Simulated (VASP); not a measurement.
Set up this calculation in VASP 6.6.1, as the native input.

- Task: G0W0 quasiparticle levels
- Functional: PBE
- Potentials or basis: VASP PAW PBE potentials, release 64 (Na_sv_GW, Cl_GW)
- Cutoff: 500 eV
- k mesh: 4 × 4 × 4
- Occupations: gaussian, width 0.01 eV
- Spin: no spin polarisation
- Dipole correction: no
- GW scheme: G0W0
- GW iterations: 1
- Cutoff of the response function: 80
- Frequency points: 96
- Empty bands: 67
- Mended: yes
- Further INCAR settings: ALGO = EVGW0; EDIFF = 1e-08; NBANDS = 75

NaCl:

```xyz
2
Lattice="3.4595 0.0000 0.0000 0.0000 3.4595 0.0000 0.0000 0.0000 3.4595" Properties=species:S:1:pos:R:3 pbc="T T T"
Na    0.0000    0.0000    0.0000
Cl    1.7298    1.7298    1.7298
```

The input as run:

POSCAR

```
NaCl
1.0
    3.4595458349      0.0000000000      0.0000000000
    0.0000000000      3.4595458349      0.0000000000
    0.0000000000      0.0000000000      3.4595458349
Na Cl
1 1
Direct
    0.0000000000      0.0000000000      0.0000000000
    0.5000000000      0.5000000000      0.5000000000
```

INCAR.step1

```
SYSTEM = NaCl
  PREC = Accurate
  ENCUT = 500
  EDIFF = 1E-8
  ISMEAR = 0
  SIGMA = 0.01
  LREAL = .False.
  LASPH = .True.
  NELM = 60
  ALGO = Normal
  LWAVE = .True.
  LCHARG = .False.
  GGA = PE
```

INCAR.step2

```
SYSTEM = NaCl
  PREC = Accurate
  ENCUT = 500
  EDIFF = 1E-8
  ISMEAR = 0
  SIGMA = 0.01
  LREAL = .False.
  LASPH = .True.
  NELM = 1
  ALGO = Exact
  LWAVE = .True.
  LCHARG = .False.
  GGA = PE
  NBANDS = 75
  LOPTICS = .True.
  ISTART = 1
```

INCAR.step3

```
SYSTEM = NaCl
  PREC = Accurate
  ENCUT = 500
  EDIFF = 1E-8
  ISMEAR = 0
  SIGMA = 0.01
  LREAL = .False.
  LASPH = .True.
  ALGO = EVGW0
  LWAVE = .False.
  LCHARG = .False.
  GGA = PE
  NELMGW = 1
  NBANDS = 75
  ENCUTGW = 80.0
  NOMEGA = 96
  PRECFOCK = Fast
  ISTART = 1
  NBANDSGW = 16
  OMEGAMAX = 30
```

KPOINTS

```
regular mesh
0
Gamma
  4 4 4
  0 0 0
```

Potentials or basis: VASP PAW PBE potentials, release 64 (Na_sv_GW, Cl_GW).

Launch:

```sh
$ cat potpaw_PBE.64/Na_sv_GW/POTCAR potpaw_PBE.64/Cl_GW/POTCAR > POTCAR
$ cp INCAR.step1 INCAR
$ mpirun -np 1 vasp_std > vasp.out
$ cp INCAR.step2 INCAR
$ mpirun -np 1 vasp_std > vasp.out
$ cp INCAR.step3 INCAR
$ mpirun -np 1 vasp_std > vasp.out
```

It gave:

```json
{"Quasiparticle gap": "6.45 eV", "Least direct quasiparticle gap": "7.06 eV", "Band gap of the starting levels on the mesh": "4.11 eV", "Least direct gap of the starting levels on the mesh": "4.63 eV"}
```

Caveat: the k points lie up to 0.45 Å⁻¹ apart; bands, screening cutoff and mesh are small and nothing is extrapolated, so the quasiparticle values aren't converged.

Wall time 66 s on 1 thread of Intel(R) Xeon(R) Platinum 8488C (Sapphire Rapids) (shared host), peak memory 0.39 GiB.
